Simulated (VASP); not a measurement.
# Nb16H (a cell with a defect) in VASP: single point with PBE

Aim: the single point of Nb16H (a cell with a defect) with PBE.

Everything below comes from runs of VASP 6.6.1. Logs are shortened: lines on timing, memory, paths and dates and some standing lists are left out, and cuts for length are marked.

## 1. The cell of the first run

The cell holds a defect, 17 atoms: a = 6.600 Å, b = 6.600 Å, c = 6.600 Å, α = 90.00°, β = 90.00°, γ = 90.00°.

## 2. Single point, PBE

File INCAR:

```
SYSTEM = Nb16H
  ALGO = Normal
  EDIFF = 1E-7
  ENCUT = 520
  GGA = PE
  ISIF = 2
  ISMEAR = 0
  LASPH = .True.
  LCHARG = .True.
  LELF = .True.
  LREAL = Auto
  LVHAR = .True.
  LWAVE = .False.
  NBANDS = 118
  NELM = 100
  PREC = Accurate
  SIGMA = 0.05
```

File KPOINTS:

```
k-points
0
Gamma
  3 3 3
  0 0 0
```

File POSCAR:

```
Nb16H
1.0
    6.6000000000      0.0000000000      0.0000000000
    0.0000000000      6.6000000000      0.0000000000
    0.0000000000      0.0000000000      6.6000000000
Nb H
16 1
Direct
    0.0013216667     -0.0004512121      0.0004583333
    0.5077933333     -0.0088233333      0.0004700000
   -0.0016872727      0.5013962121      0.0004427273
   -0.0001934848      0.0015674242      0.5004645455
    0.2442877273      0.2526860606      0.2616290909
    0.5000160606      0.4970074242      0.0004556061
    0.5011283333     -0.0009398485      0.5004692424
    0.7497248485      0.2489956061      0.2506715152
   -0.0031015152      0.5035846970      0.5004522727
    0.2519595455      0.7501977273      0.2504134848
    0.2442771212      0.2527012121      0.7392913636
    0.4986587879      0.5001551515      0.5004581818
    0.7527640909      0.7480971212      0.2496769697
    0.7497080303      0.2490066667      0.7502472727
    0.2519484848      0.7502121212      0.7505040909
    0.7527546970      0.7481087879      0.7512186364
    0.3306150000      0.2117310606      0.0004930303
```

Potentials or basis: VASP PAW PBE potentials, release 64 (Nb_sv, H).

Command:

```bash
$ cat potpaw_PBE.64/Nb_sv/POTCAR potpaw_PBE.64/H/POTCAR > POTCAR
$ mpirun -np 1 vasp_std > vasp.out
```

OUTCAR:

```text
SYSTEM = Nb16H
   EDIFF = 1E-7
   ENCUT = 520
   GGA = PE
   ISIF = 2
   ISMEAR = 0
   LASPH = .True.
   LREAL = Auto
   NELM = 100
   PREC = Accurate

 ion  position               nearest neighbor table
   1  0.001  1.000  0.000-  13 2.85  16 2.86  15 2.86  10 2.86   8 2.86  14 2.86   5 2.89  11 2.89

   2  0.508  0.991  0.000-  17 1.87  13 2.81  16 2.81  10 2.85  15 2.85   8 2.86  14 2.86   5 3.00
                            11 3.00
   3  0.998  0.501  0.000-  13 2.83  16 2.83  14 2.86   8 2.86  15 2.87  10 2.87  11 2.88   5 2.88

   4  1.000  0.002  0.500-  11 2.80   5 2.80   8 2.85  14 2.85  16 2.86  13 2.86  15 2.87  10 2.87

   5  0.244  0.253  0.262-  17 1.84   4 2.80   9 2.81  12 2.82   7 2.86   3 2.88   1 2.89   6 2.90
                             2 3.00
   6  0.500  0.497  0.000-  14 2.85   8 2.85  10 2.86  15 2.86  13 2.87  16 2.87  11 2.90   5 2.90

   7  0.501  0.999  0.500-  15 2.85  10 2.85  14 2.85   8 2.85   5 2.86  11 2.86  16 2.87  13 2.87

   8  0.750  0.249  0.251-   4 2.85   6 2.85   7 2.85   2 2.86   3 2.86   1 2.86   9 2.86  12 2.87

   9  0.997  0.504  0.500-  11 2.81   5 2.81  13 2.82  16 2.82   8 2.86  14 2.86  10 2.86  15 2.86

  10  0.252  0.750  0.250-  12 2.85   2 2.85   7 2.85   1 2.86   6 2.86   9 2.86   3 2.87   4 2.87

  11  0.244  0.253  0.739-  17 1.84   4 2.80   9 2.81  12 2.82   7 2.86   3 2.88   1 2.89   6 2.90
                             2 3.00
  12  0.499  0.500  0.500-  11 2.82   5 2.82  10 2.85  15 2.85  14 2.87   8 2.87  16 2.87  13 2.87

  13  0.753  0.748  0.250-   2 2.81   9 2.82   3 2.83   1 2.85   4 2.86  12 2.87   6 2.87   7 2.87

  14  0.750  0.249  0.750-   4 2.85   6 2.85   7 2.85   2 2.86   3 2.86   1 2.86   9 2.86  12 2.87

  15  0.252  0.750  0.751-  12 2.85   2 2.85   7 2.85   1 2.86   6 2.86   9 2.86   3 2.87   4 2.87

  16  0.753  0.748  0.751-   2 2.81   9 2.82   3 2.83   1 2.86   4 2.86  12 2.87   6 2.87   7 2.87

  17  0.331  0.212  0.000-   5 1.84  11 1.84   2 1.87

  LATTYP: Found a simple cubic cell.
 ALAT       =     6.6000000000

  Lattice vectors:

 A1 = (   6.6000000000,   0.0000000000,   0.0000000000)
 A2 = (   0.0000000000,   6.6000000000,   0.0000000000)
 A3 = (   0.0000000000,   0.0000000000,   6.6000000000)

Analysis of symmetry for initial positions (statically):
=====================================================================
 Subroutine PRICEL returns:
 Original cell was already a primitive cell.

 Routine SETGRP: Setting up the symmetry group for a
 simple cubic supercell.

 Subroutine GETGRP returns: Found  1 space group operations
 (whereof  1 operations were pure point group operations)
 out of a pool of 48 trial point group operations.

The static configuration has the point symmetry C_1 .

Analysis of symmetry for dynamics (positions and initial velocities):
=====================================================================
 Subroutine PRICEL returns:
 Original cell was already a primitive cell.

 Routine SETGRP: Setting up the symmetry group for a
 simple cubic supercell.

 Subroutine GETGRP returns: Found  1 space group operations
 (whereof  1 operations were pure point group operations)
 out of a pool of 48 trial point group operations.

The dynamic configuration has the point symmetry C_1 .

 Subroutine INISYM returns: Found  1 space group operations
 (whereof  1 operations are pure point group operations),
 and found     1 'primitive' translations

----------------------------------------------------------------------------------------

                                     Primitive cell

  volume of cell :     287.4960

  direct lattice vectors                    reciprocal lattice vectors
     6.600000000  0.000000000  0.000000000     0.151515152  0.000000000  0.000000000
     0.000000000  6.600000000  0.000000000     0.000000000  0.151515152  0.000000000
     0.000000000  0.000000000  6.600000000     0.000000000  0.000000000  0.151515152

  length of vectors
     6.600000000  6.600000000  6.600000000     0.151515152  0.151515152  0.151515152

  position of ions in fractional coordinates (direct lattice)
     0.001321667  0.999548788  0.000458333
     0.507793333  0.991176667  0.000470000
     0.998312727  0.501396212  0.000442727
     0.999806515  0.001567424  0.500464546
     0.244287727  0.252686061  0.261629091
     0.500016061  0.497007424  0.000455606
[... 9 lines left out ...]
     0.752754697  0.748108788  0.751218636
     0.330615000  0.211731061  0.000493030

  ion indices of the primitive-cell ions
   primitive index   ion index
                 1           1
                 2           2
                 3           3
                 4           4
                 5           5
                 6           6
[... 9 lines left out ...]
                16          16
                17          17

----------------------------------------------------------------------------------------

 KPOINTS: k-points

Automatic generation of k-mesh.
 Grid dimensions read from file:
 generate k-points for:    3    3    3

 Generating k-lattice:

  Cartesian coordinates                     Fractional coordinates (reciprocal lattice)
     0.050505051  0.000000000  0.000000000     0.333333333  0.000000000  0.000000000
     0.000000000  0.050505051  0.000000000     0.000000000  0.333333333  0.000000000
     0.000000000  0.000000000  0.050505051     0.000000000  0.000000000  0.333333333

  Length of vectors
     0.050505051  0.050505051  0.050505051

  Shift w.r.t. Gamma in fractional coordinates (k-lattice)
     0.000000000  0.000000000  0.000000000

 Subroutine IBZKPT returns following result:
 ===========================================

 Found     14 irreducible k-points:

 Following reciprocal coordinates:
            Coordinates               Weight
  0.000000  0.000000  0.000000      1.000000
  0.333333  0.000000  0.000000      2.000000
  0.000000  0.333333  0.000000      2.000000
  0.000000  0.000000  0.333333      2.000000
  0.333333  0.333333  0.000000      2.000000
  0.000000  0.333333  0.333333      2.000000
  0.333333  0.000000  0.333333      2.000000
 -0.333333  0.333333  0.000000      2.000000
 -0.333333  0.000000  0.333333      2.000000
  0.000000 -0.333333  0.333333      2.000000
  0.333333  0.333333  0.333333      2.000000
 -0.333333  0.333333  0.333333      2.000000
 -0.333333 -0.333333  0.333333      2.000000
  0.333333 -0.333333  0.333333      2.000000
   k-points           NKPTS =     14   k-points in BZ     NKDIM =     14   number of bands    NBANDS=    118
   number of dos      NEDOS =    301   number of ions     NIONS =     17
   total plane-waves  NPLWV = 125000
   dimension x,y,z NGX =    50 NGY =   50 NGZ =   50
   dimension x,y,z NGXF=   100 NGYF=  100 NGZF=  100
   ions per type =              16   1
   NGX,Y,Z   is equivalent  to a cutoff of  12.59, 12.59, 12.59 a.u.
   NGXF,Y,Z  is equivalent  to a cutoff of  25.19, 25.19, 25.19 a.u.
 SYSTEM =  Nb16H
   PREC   = accura    normal or accurate (medium, high low for compatibility)
   ISTART =      0    job   : 0-new  1-cont  2-samecut
   ICHARG =      2    charge: 1-file 2-atom 10-const
   ISPIN  =      1    spin polarized calculation?
   LNONCOLLINEAR =      F non collinear calculations
   LSORBIT =      F    spin-orbit coupling
   LASPH  =      T    aspherical Exc in radial PAW
   ENCUT  =  520.0 eV  38.22 Ry    6.18 a.u.  12.27 12.27 12.27*2*pi/ulx,y,z
   NELM   =    100;   NELMIN=  2; NELMDL= -5     # of ELM steps
   EDIFF  = 0.1E-06   stopping-criterion for ELM
   LREAL  =      T    real-space projection
   EDIFFG = 0.1E-05   stopping-criterion for IOM
   NSW    =      0    number of steps for IOM
   IBRION =     -1    ionic relax: 0-MD 1-quasi-New 2-CG
   NFREE  =      0    steps in history (QN), initial steepest desc. (CG)
   ISIF   =      2    stress and relaxation
   ISYM   =      2    0-nonsym 1-usesym 2-fastsym
   POTIM  = 0.5000    time-step for ionic-motion
   TEBEG  =    0.0;   TEEND  =   0.0 temperature during run
   PSTRESS=    0.0 pullay stress
   NELECT =     209.0000    total number of electrons
   NUPDOWN=      -1.0000    fix difference up-down
   EMIN   =  10.00;   EMAX   =-10.00  energy-range for DOS
   EFERMI =   0.00;   METHOD = LEGACY
   ISMEAR =     0;   SIGMA  =   0.05  broadening in eV -4-tet -1-fermi 0-gaus
   EFERMI_NEDOS =   21; number of points for ismear=-14 and -15
   IALGO  =     38    algorithm
   IMIX   =      4    mixing-type and parameters
     AMIX     =   0.40;   BMIX     =  1.00
     AMIX_MAG =   1.60;   BMIX_MAG =  1.00
  volume/ion in A,a.u.               =      16.91       114.12
  Fermi-wavevector in a.u.,A,eV,Ry     =   1.472018  2.781710 29.481589  2.166836
  Thomas-Fermi vector in A             =   2.587083
   LORBIT       =      0    0 simple, 1 ext, 2 COOP (PROOUT), +10 PAW based schemes
   GGA     = PE    functional components
   LHFCALC =     F    Hartree Fock is set to
   AEXX    =    0.0000 exact exchange contribution
   IVDW    =     0    specifies the selected vdW correction
   LEPSILON=     F    determine dielectric tensor
   LRPA    =     F    only Hartree local field effects (RPA)
 non-spin polarized calculation
 Gauss-broadening in eV      SIGMA  =   0.05
  energy-cutoff  :      520.00
  volume of cell :      287.50
 maximum number of plane-waves:      7809
 NGX is ok and might be reduce to    50
   NGX = 25   NGY = 25   NGZ = 25

 number of electron     209.0000019 magnetization

 Free energy of the ion-electron system (eV)
  ---------------------------------------------------
  ext. energy  EPLUGINS =         0.00000000
  ---------------------------------------------------
  free energy    TOTEN  =      -167.33343532 eV

  energy without entropy =     -167.32008679  energy(sigma->0) =     -167.32676105

 E-fermi :  11.2376     XC(G=0): -12.5425

 val. band max:       11.2306714934   @ k =   0.3333   0.0000   0.0000
 cond. band min:      11.2672070668   @ k =  -0.3333   0.0000   0.3333
 fundamental gap:      0.0365355733
 Fermi energy:        11.2376195501

 k-point     1 :       0.0000    0.0000    0.0000
  band No.  band energies     occupation
      1     -43.0815      2.00000
      2     -42.9099      2.00000
      3     -42.8918      2.00000
      4     -42.8694      2.00000
      5     -42.8532      2.00000
      6     -42.8498      2.00000
[... 108 lines left out ...]
    115      13.5281      0.00000
    116      13.5426      0.00000
[... 1545 lines left out ...]
    115      13.6571      0.00000
    116      13.7096      0.00000
 [bands above 116 left out]

------------------------ aborting loop because EDIFF is reached ----------------------------------------

  FORCE on cell =-STRESS in cart. coord.  units (eV):
  Direction    XX          YY          ZZ          XY          YZ          ZX
  --------------------------------------------------------------------------------------
  -------------------------------------------------------------------------------------
  Total        3.3534320      3.0071320      5.7898119     -1.0428595     -0.0011763     -0.0008796
  in kB       18.6882349     16.7583503     32.2658588     -5.8117185     -0.0065553     -0.0049021
  external PRESSURE =      22.5708147 kB  Pullay stress =       0.0000000 kB

 VOLUME and BASIS-vectors are now :
 -----------------------------------------------------------------------------
  energy-cutoff  :      520.00
  volume of cell :      287.50
      direct lattice vectors                 reciprocal lattice vectors
     6.600000000  0.000000000  0.000000000     0.151515152  0.000000000  0.000000000
     0.000000000  6.600000000  0.000000000     0.000000000  0.151515152  0.000000000
     0.000000000  0.000000000  6.600000000     0.000000000  0.000000000  0.151515152

 POSITION                                       TOTAL-FORCE (eV/Angst)
 -----------------------------------------------------------------------------------
      0.00872      6.59702      0.00302        -0.019778     -0.031011     -0.000178
      3.35144      6.54177      0.00310        -0.017394     -0.022785     -0.000606
      6.58886      3.30921      0.00292         0.016949     -0.043325      0.000621
      6.59872      0.01034      3.30307        -0.036008      0.001795     -0.000643
      1.61230      1.66773      1.72675        -0.043824     -0.035983     -0.006630
      3.30011      3.28025      0.00301        -0.001667     -0.032435     -0.000150
[... 9 lines left out ...]
      4.96818      4.93752      4.95804        -0.011904     -0.016176      0.006235
      2.18206      1.39742      0.00325         0.306130      0.302168     -0.003007
 -----------------------------------------------------------------------------------
    total drift:                               -0.001233      0.003088     -0.001654

  FREE ENERGIE OF THE ION-ELECTRON SYSTEM (eV)
  ---------------------------------------------------
  free  energy   TOTEN  =      -167.3334353197 eV

  energy  without entropy=     -167.3200867850  energy(sigma->0) =     -167.32676105
```

Run time: 40 min. Hardware: 1 thread of Intel Xeon 8259CL, shared host; peak memory 0.53 GiB.

What came out:

| Quantity | Value |
| --- | --- |
| Free energy | -167.3334 eV |
| Pressure | 2.3 GPa |
| Largest force | 0.430 eV/Å |
| Band gap on the k mesh | zero (an odd number of electrons rules out a gap without spin polarisation) |

Forces on the atoms (eV/Å):
```
Nb  -0.020 -0.031  0.000
Nb  -0.017 -0.023 -0.001
Nb   0.017 -0.043  0.001
Nb  -0.036  0.002 -0.001
Nb  -0.044 -0.036 -0.007
Nb  -0.002 -0.032  0.000
Nb  -0.035 -0.005 -0.001
Nb  -0.019 -0.016  0.012
Nb  -0.021 -0.008  0.000
Nb  -0.002 -0.011  0.004
Nb  -0.042 -0.037  0.010
Nb  -0.042 -0.003  0.000
Nb  -0.012 -0.016 -0.005
Nb  -0.018 -0.016 -0.012
Nb  -0.001 -0.011 -0.003
Nb  -0.012 -0.016  0.006
H    0.306  0.302 -0.003
```

Levels at points of the mesh, in eV from the Fermi level:
```csv
k point,band 101,band 102,band 103,band 104,band 105,band 106
"(0.00, 0.00, 0.00)",0.67,0.88,0.91,0.91,0.95,0.96
```

The gap in the log of VASP goes by the Fermi energy; the results here count the filled bands.